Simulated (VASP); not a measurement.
A run of VASP 6.6.1 is set up as follows.

The input INCAR:

```
SYSTEM = InAg16
ALGO = Normal
EDIFF = 1E-7
ENCUT = 520
GGA = PE
ISIF = 2
ISMEAR = -1
IVDW = 12
LASPH = .True.
LCHARG = .True.
LELF = .True.
LREAL = Auto
LVHAR = .True.
LWAVE = .False.
NBANDS = 108
NELM = 60
PREC = Accurate
SIGMA = 0.05
```

KPOINTS

```
k-points
0
Gamma
  2 3 1
  0 0 0
```

Contents of POSCAR:

```
InAg16
1.0
    8.1800000000      0.0000000000      0.0000000000
    0.0000000000      5.7841330000      0.0000000000
    0.0000000000      0.0000000000     15.3381000000
Ag In
16 1
Direct
    0.2500000000      0.2499942515      0.0651971235
    0.7500000000      0.2499942515      0.0651971235
    0.2500000000      0.7500000432      0.0651971235
    0.7500000000      0.7500000432      0.0651971235
   -0.0072738386     -0.0002420415      0.1507096707
    0.4791687042      0.0093704623      0.1641728767
   -0.0112469438      0.4902722673      0.1527047027
    0.5206968215      0.5135946909      0.1690431018
    0.2197677262      0.2312706157      0.2431852707
    0.7374327628      0.2389813651      0.2501613629
    0.2144498778      0.6906480193      0.2602473579
    0.7583129584      0.7304119736      0.2515565813
    0.0144743276     -0.0267801588      0.3432498158
    0.4774083130     -0.0379659320      0.3466270268
   -0.0572371638      0.4610025392      0.3639433828
    0.5279951100      0.4771501623      0.3615702075
    0.2361002445      0.3010822884      0.4276996499
```

Potentials or basis: VASP PAW PBE potentials, release 64 (Ag, In_d).

The run is started by

```bash
$ cat potpaw_PBE.64/Ag/POTCAR potpaw_PBE.64/In_d/POTCAR > POTCAR
$ mpirun -np 1 vasp_std > vasp.out
```

Question: Estimate the largest force.

Answer: 1.594 eV/Å.

Question: Estimate the dispersion energy per atom.

Answer: -0.365 eV.

Forces in eV/Å, atoms in the order of the input:
```
Ag   0.078  0.230 -0.168
Ag  -0.435 -0.067 -0.012
Ag   0.072 -0.164  0.389
Ag  -0.273  0.093  0.019
Ag   0.006 -0.428 -0.203
Ag   0.367 -0.299 -0.403
Ag   0.102  0.112 -0.393
Ag  -1.417 -0.173 -0.710
Ag   0.710 -0.203  0.381
Ag   0.367 -0.829  0.464
Ag   0.876  0.496  0.077
Ag   0.108  0.858  0.706
Ag  -0.794  0.072  0.436
Ag  -0.033  0.188 -0.128
Ag  -0.012  0.229 -0.075
Ag   0.066 -0.012 -0.202
In   0.212 -0.104 -0.176
```

Caveat: the k points lie up to 0.38 Å⁻¹ apart.
